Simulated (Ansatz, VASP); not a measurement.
**Ta4H: VASP beside Ansatz**

```xyz
5
Lattice="2.8864 0.0000 0.0000 -1.4432 2.4997 0.0000 0.0000 0.0000 9.2812" Properties=species:S:1:pos:R:3 pbc="T T T"
Ta    0.0000    1.6665    8.0362
Ta    0.0000    1.6665    3.4971
Ta    1.4432    0.8332    1.2450
Ta    1.4432    0.8332    5.7841
H     0.0000    0.0000    0.0000
```

Change from the starting cell: species swapped into the Co4H type (P-3m1, No. 164).

Alike in both runs: task single point; functional PBE; k mesh 6 × 6 × 2; occupations gaussian, width 0.1 eV; no spin polarisation.

|  | VASP | Ansatz |
| --- | --- | --- |
| version | VASP 6.6.1 | Ansatz 0.2.0 |
| potentials or method | VASP PAW PBE potentials, release 64 (Ta_pv, H), cutoff 520 eV | scalar-relativistic, plane waves, PAW |
| valence electrons in the cell | 45 | 53 |

Ansatz gave:

```
gap on the k mesh at the Fermi level (eV) : none
rms of the force components (eV/Å)        : 0.464
```

What did VASP give for the same quantities?

gap on the k mesh at the Fermi level (eV): none; rms of the force components (eV/Å): 0.462.

Atom by atom the forces differ by 0.003 eV/Å (rms over components). A gap of «none» marks a metal or a gap that the smearing closes. With one functional, cell and mesh, what is left measures potentials, basis and numerics. VASP's potentials hold 45 valence electrons a cell and Ansatz's 53, so a difference there can come from the potentials and not from the codes.

The k mesh is coarse, so the values compare programs but aren't converged. Neither program's run includes spin-orbit coupling.
